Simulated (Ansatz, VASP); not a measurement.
BiSbTe2S in VASP and in Ansatz

```
Sb Bi Te S
1.0
     5.76126    0.00000    0.00000
     0.00000    5.76126    0.00000
     0.00000    0.00000    5.38797
Sb Bi Te S
1 1 2 1
Direct
  0.50000 0.50000 0.50000
  0.00000 0.00000 0.00000
  0.00000 0.50000 0.00000
  0.50000 0.00000 0.00000
  0.00000 0.00000 0.50000
```

Change from the starting cell: species swapped into the CsPbI2Br type (P4/mmm, No. 123).

Alike in both runs: task single point; functional PBE; k mesh 4 × 4 × 4; occupations gaussian, width 0.1 eV; no spin polarisation.

```csv
,VASP,Ansatz
version,VASP 6.6.1,Ansatz 0.2.0
potentials or method,"VASP PAW PBE potentials, release 64 (Sb, Bi_d, Te, S), cutoff 520 eV","scalar-relativistic, plane waves, PAW"
valence electrons in the cell,38,68
```

|  | VASP | Ansatz | Ansatz less VASP |
| --- | --- | --- | --- |
| gap on the k mesh at the Fermi level (eV) | none | none | - |
| pressure (GPa) | -0.3 | -0.2 | +0.05 |
| traceless stress, the component that is largest in VASP (GPa) | -5.52 | -5.53 | -0.003 |

A gap of «none» marks a metal or a gap that the smearing closes. The functional is the same, so the differences come from potentials, cutoffs and numerics. VASP's potentials hold 38 valence electrons a cell and Ansatz's 68, so a difference there can come from the potentials and not from the codes.

Neither program's run includes spin-orbit coupling.
